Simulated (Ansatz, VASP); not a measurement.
## One calculation of BaS, two programs

```
CELL_PARAMETERS angstrom
0.00000 3.21191 3.21191
3.21191 0.00000 3.21191
3.21191 3.21191 0.00000
ATOMIC_POSITIONS crystal
Ba 0.00000 0.00000 0.00000
S 0.50000 0.50000 0.50000
```

Alike in both runs: task single point; functional PBE; k mesh 8 × 8 × 8; non-collinear spin, spin-orbit coupling.

|  | VASP | Ansatz |
| --- | --- | --- |
| version | VASP 6.6.1 | Ansatz 0.2.0 |
| potentials or method | VASP PAW PBE potentials, release 64 (Ba_sv, S) | plane waves, PAW |
| plane-wave cutoff (eV) | 520 | 420 |
| occupations | gaussian, width 0.01 eV | fixed |
| valence electrons in the cell | 16 | 16 |

VASP gave:

```
pressure (GPa) : 0.6
```

Which values does Ansatz return?

Pressure (GPa): 0.1.
